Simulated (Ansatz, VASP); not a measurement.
## One calculation of ReI4, two programs

```xyz
5
Lattice="-3.5356 3.5356 3.5356 3.5356 -3.5356 3.5356 3.5356 3.5356 -3.5356" Properties=species:S:1:pos:R:3 pbc="T T T"
Re    0.0000    0.0000    0.0000
I     1.7678    1.7678    1.7678
I    -1.7678    1.7678    1.7678
I     1.7678    1.7678   -1.7678
I     1.7678   -1.7678    1.7678
```

Change from the starting cell: species swapped into the Hg4Pt type (Im-3m, No. 229).

Alike in both runs: functional PBE; k mesh 8 × 8 × 8; occupations gaussian, width 0.1 eV; collinear spin.

Ansatz relaxed the structure, and its values are those at the end. VASP's run is a single point on that final structure, the one shown.

|  | VASP | Ansatz |
| --- | --- | --- |
| version | VASP 6.6.1 | Ansatz 0.2.0 |
| potentials or method | VASP PAW PBE potentials, release 64 (Re, I), cutoff 520 eV | scalar-relativistic, plane waves, PAW |
| valence electrons in the cell | 35 | 83 |

```tsv
	VASP	Ansatz	Ansatz less VASP
gap on the k mesh at the Fermi level (eV)	none	none	-
pressure (GPa)	-0.1	0.0	+0.14
net moment per atom (μB)	0.64	0.65	+0.010
size of the moment on the site where the two differ most (μB)	2.74	2.67	-0.072
```

Site moments also hang on the region over which each program counts them. A gap of «none» marks a metal or a gap that the smearing closes. With one functional, cell and mesh, what is left measures potentials, basis and numerics. VASP's potentials hold 35 valence electrons a cell and Ansatz's 83, so a difference there can come from the potentials and not from the codes.

Spin-orbit coupling is off throughout.
